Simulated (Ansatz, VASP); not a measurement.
## AlN in VASP and in Ansatz

```
Al N
1.0
     3.15362    0.00000    0.00000
    -1.57681    2.73112    0.00000
     0.00000    0.00000    4.84435
Al N
2 2
Direct
  0.33333 0.66667 0.00000
  0.66667 0.33333 0.50000
  0.33333 0.66667 0.38500
  0.66667 0.33333 0.88500
```

Alike in both runs: task single point; functional PBE; k mesh 9 × 9 × 6; occupations gaussian, width 0.05 eV; no spin polarisation.

|  | VASP | Ansatz |
| --- | --- | --- |
| version | VASP 6.6.1 | Ansatz 0.2.0 |
| potentials or method | VASP PAW PBE potentials, release 64 (Al, N), cutoff 520 eV | scalar-relativistic, plane waves, PAW |
| valence electrons in the cell | 16 | 16 |

```tsv
	VASP	Ansatz	Ansatz less VASP
gap on the k mesh at the Fermi level (eV)	4.05	4.04	-0.010
least direct gap on the mesh (eV)	4.05	4.04	-0.010
pressure (GPa)	3.6	3.8	+0.26
traceless stress, the component that is largest in VASP (GPa)	9.67	9.54	-0.128
rms of the force components (eV/Å)	0.209	0.209	-0.0006
```

Atom by atom the forces differ by 0.001 eV/Å (rms over components).
